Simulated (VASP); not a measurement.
Set up this calculation in VASP 6.6.1, as the native input.

| Quantity | Value |
| --- | --- |
| Task | single point |
| Functional | LDA |
| Potentials or basis | VASP PAW LDA potentials, release 64 (Ta_pv) |
| Cutoff | 520 eV |
| k mesh | 13 × 13 × 13 |
| Occupations | fermi-dirac, width 0.08 eV |
| Spin | no spin polarisation |
| Dipole correction | no |
| Further INCAR settings | ALGO = Normal; EDIFF = 1e-07; NBANDS = 18 |

The structure of Ta lies in POSCAR:

```
Ta
1.0
    0.0000000000      2.9665721478      2.9665721478
    2.9665721478      0.0000000000      2.9665721478
    2.9665721478      2.9665721478      0.0000000000
Ta
2
Direct
   -0.1250000000     -0.1250000000     -0.1250000000
    0.1250000000      0.1250000000      0.1250000000
```

The input as run:

INCAR

```
SYSTEM = Ta
PREC = Accurate
ENCUT = 520
EDIFF = 1E-7
ISMEAR = -1
SIGMA = 0.08
LREAL = .FALSE.
LASPH = .TRUE.
NELM = 100
ALGO = Normal
ISIF = 2
LWAVE = .FALSE.
LCHARG = .FALSE.
GGA = CA
NBANDS = 18
```

KPOINTS

```
Automatic mesh
0
G
  13 13 13
  0 0 0
```

Potentials or basis: VASP PAW LDA potentials, release 64 (Ta_pv).

Launch:

```console
$ cat potpaw_LDA.64/Ta_pv/POTCAR > POTCAR
$ mpirun -np 1 vasp_std > vasp.out
```

It gave:

The pressure is 0.3 GPa. The band gap on the k mesh is zero (band 11 reaches 2.76 eV, above the bottom of band 12 at 1.96 eV).

Caveat: spin-orbit coupling is left out, which moves the levels of the heavy elements.

Wall time 18 s on 1 thread of Intel(R) Xeon(R) 6975P-C (Granite Rapids), on a shared host, peak memory 0.19 GiB.
